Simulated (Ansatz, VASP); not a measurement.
# Two plane-wave programs on NbP

```
Nb P
1.0
    -1.67492    1.67492    5.74011
     1.67492   -1.67492    5.74011
     1.67492    1.67492   -5.74011
Nb P
2 2
Cartesian
  1.6749 0.0000 2.8687
  0.0000 0.0000 5.7387
  0.0000 1.6749 3.8200
  0.0000 0.0000 0.9500
```

Alike in both runs: functional r2SCAN; k mesh 11 × 11 × 11; occupations fermi-dirac, width 0.05 eV; no spin polarisation.

```csv
,VASP,Ansatz
version,VASP 6.6.1,Ansatz 0.2.0
potentials or method,"VASP PAW PBE potentials, release 64 (Nb_sv, P)",Ansatz PAW
plane-wave cutoff (eV),520,500
valence electrons in the cell,36,36
task,single point,band structure
```

|  | VASP | Ansatz | Ansatz less VASP |
| --- | --- | --- | --- |
| gap on the k mesh at the Fermi level (eV) | none | none | - |
| pressure (GPa) | -2.0 | -1.6 | +0.40 |
| traceless stress, the component that is largest in VASP (GPa) | 0.25 | 0.21 | -0.043 |

VASP's potentials were made for PBE, not for r2SCAN. A gap of «none» marks a metal or a gap that the smearing closes. With one functional, cell and mesh, what is left measures potentials, basis and numerics.
